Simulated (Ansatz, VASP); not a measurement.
## Ca: VASP beside Ansatz

File INCAR:

```
SYSTEM = Ca
PREC = Accurate ; ENCUT = 520
EDIFF = 1E-6 ; ISMEAR = 0
SIGMA = 0.05 ; LREAL = .FALSE.
LASPH = .TRUE. ; NELM = 60
ALGO = Fast ; ISIF = 2
LWAVE = .FALSE. ; LCHARG = .TRUE.
GGA = PE ; LELF = .TRUE.
LVHAR = .TRUE. ; NBANDS = 17
```

The input KPOINTS:

```
regular mesh
0
G
  10 10 6
  0 0 0
```

File POSCAR:

```
Ca
1.0
    1.9712759950     -3.3954901800      0.0000000000
    1.9712759950      3.3954901800      0.0000000000
    0.0000000000      0.0000000000      6.5091117400
Ca
2
Direct
    0.8355866000      0.1644134000      0.2500000000
    0.1644134000      0.8355866000      0.7500000000
```

Input for Ansatz:

```yaml
crystal:
  lattice:
    - [1.971275995, -3.39549018, 0.0]
    - [1.971275995, 3.39549018, 0.0]
    - [0.0, 0.0, 6.50911174]
  atoms:
    - { symbol: Ca, position: [0.8355866, 0.1644134, 0.25] }
    - { symbol: Ca, position: [0.1644134, 0.8355866, 0.75] }
basis:
  ecutwfc: 500
  fft_grid_basis: typed
kpoints:
  mp_grid: { grid: [10, 10, 6] }
hamiltonian:
  xc: pbe
  pseudopotentials: { kind: paw }
scf:
  occupations: { method: gaussian, width: 0.05 }
output:
  forces: true
  stress: true
  eigenvalues: true
  bader: true
  write_density: true
  volumetric_format: npy
  elf: true
```

Alike in both runs: task single point; functional PBE; k mesh 10 × 10 × 6; occupations gaussian, width 0.05 eV; no spin polarisation.

|  | VASP | Ansatz |
| --- | --- | --- |
| version | VASP 6.6.1 | Ansatz 0.2.0 |
| potentials or method | VASP PAW PBE potentials, release 64 (Ca_sv), cutoff 520 eV | scalar-relativistic, plane waves, PAW |
| valence electrons in the cell | 20 | 20 |

Ansatz gave:

```
gap on the k mesh at the Fermi level (eV)                     : none
pressure (GPa)                                                : -0.5
traceless stress, the component that is largest in VASP (GPa) : -0.09
rms of the force components (eV/Å)                            : 0.009
```

Question: Estimate VASP's values.

Answer: gap on the k mesh at the Fermi level (eV): none; pressure (GPa): -0.5; traceless stress, the component that is largest in VASP (GPa): -0.10; rms of the force components (eV/Å): 0.009.

Atom by atom the forces differ by 0.000 eV/Å (rms over components). A gap of «none» marks a metal or a gap that the smearing closes. With one functional, cell and mesh, what is left measures potentials, basis and numerics.
